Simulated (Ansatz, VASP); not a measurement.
# Two plane-wave programs on AgCl

File POSCAR:

```
AgCl
1.0
    3.3531020395      0.0000000000      0.0000000000
    0.0000000000      3.3531020395      0.0000000000
    0.0000000000      0.0000000000      3.3531020395
Ag Cl
1 1
Direct
    0.0000000000      0.0000000000      0.0000000000
    0.5000000000      0.5000000000      0.5000000000
```

The input INCAR.step1:

```
SYSTEM = AgCl
ALGO = Normal
EDIFF = 1E-5
ENCUT = 550
GGA = PE
GGA_COMPAT = .FALSE.
ISMEAR = 0
LASPH = .TRUE.
LCHARG = .FALSE.
LREAL = .FALSE.
LWAVE = .TRUE.
NBANDS = 16
NELM = 120
PREC = Accurate
SIGMA = 0.1
```

INCAR.step2

```
SYSTEM = AgCl
ALGO = Normal
EDIFF = 1E-6
ENCUT = 550
GGA_COMPAT = .FALSE.
ISIF = 2
ISMEAR = 0
ISTART = 1
LASPH = .TRUE.
LCHARG = .TRUE.
LELF = .TRUE.
LMIXTAU = .TRUE.
LREAL = .FALSE.
LVHAR = .TRUE.
LWAVE = .FALSE.
METAGGA = R2SCAN
NBANDS = 16
NELM = 120
PREC = Accurate
SIGMA = 0.1
```

KPOINTS

```
k-points
0
G
  4 4 4
  0 0 0
```

Input for Ansatz:

```yaml
crystal:
  lattice:
    - [3.3531020395, 0.0, 0.0]
    - [0.0, 3.3531020395, 0.0]
    - [0.0, 0.0, 3.3531020395]
  atoms:
    - { symbol: Ag, position: [0.0, 0.0, 0.0] }
    - { symbol: Cl, position: [0.5, 0.5, 0.5] }
basis:
  ecutwfc: 500
kpoints:
  mp_grid: { grid: [4, 4, 4] }
hamiltonian:
  xc: r2scan
scf:
  occupations: { method: gaussian, width: 0.1 }
output:
  forces: true
  stress: true
  eigenvalues: false
```

Alike in both runs: task single point; functional r2SCAN; k mesh 4 × 4 × 4; occupations gaussian, width 0.1 eV; no spin polarisation.

|  | VASP | Ansatz |
| --- | --- | --- |
| version | VASP 6.6.1 | Ansatz 0.2.0 |
| potentials or method | VASP PAW PBE potentials, release 64 (Ag, Cl), cutoff 550 eV | scalar-relativistic, plane waves, PAW |
| valence electrons in the cell | 18 | 26 |

```csv
,VASP,Ansatz,Ansatz less VASP
pressure (GPa),2.5,2.6,+0.08
```

VASP's potentials were made for PBE, not for r2SCAN. VASP's potentials hold 18 valence electrons a cell and Ansatz's 26, so a difference there can come from the potentials and not from the codes.

The k mesh is coarse, so the values compare programs but aren't converged.
